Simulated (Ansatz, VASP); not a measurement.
## One calculation of SnO2, two programs

```
Sn O
1.0
     3.36146    1.94074    4.34996
    -3.36146    1.94074    4.34996
     0.00000   -3.88149    4.34996
Sn O
4 8
Direct
  0.86468 0.86468 0.86468
  0.36482 0.36482 0.86482
  0.36482 0.86482 0.36482
  0.86482 0.36482 0.36482
  0.12350 0.62335 0.62335
  0.62335 0.12350 0.62335
  0.62335 0.62335 0.12350
  0.60621 0.60621 0.60621
  0.12347 0.12347 0.12347
  0.10609 0.10609 0.60624
  0.10609 0.60624 0.10609
  0.60624 0.10609 0.10609
```

Alike in both runs: task single point; functional PBEsol; k mesh 6 × 6 × 6; occupations gaussian, width 0.05 eV; no spin polarisation.

|  | VASP | Ansatz |
| --- | --- | --- |
| version | VASP 6.6.1 | Ansatz 0.2.0 |
| potentials or method | VASP PAW PBE potentials, release 64 (Sn_d, O), cutoff 520 eV | scalar-relativistic, plane waves, PAW |
| valence electrons in the cell | 104 | 104 |

|  | VASP | Ansatz | Ansatz less VASP |
| --- | --- | --- | --- |
| gap on the k mesh at the Fermi level (eV) | 0.82 | 0.84 | +0.015 |
| least direct gap on the mesh (eV) | 0.82 | 0.84 | +0.015 |
| pressure (GPa) | -13.1 | -13.6 | -0.49 |
| traceless stress, the component that is largest in VASP (GPa) | 7.30 | 7.71 | +0.404 |
| rms of the force components (eV/Å) | 0.250 | 0.271 | +0.0206 |

VASP's potentials were made for PBE, not for PBEsol, and Ansatz warns of the same on its side. Atom by atom the forces differ by 0.021 eV/Å (rms over components).
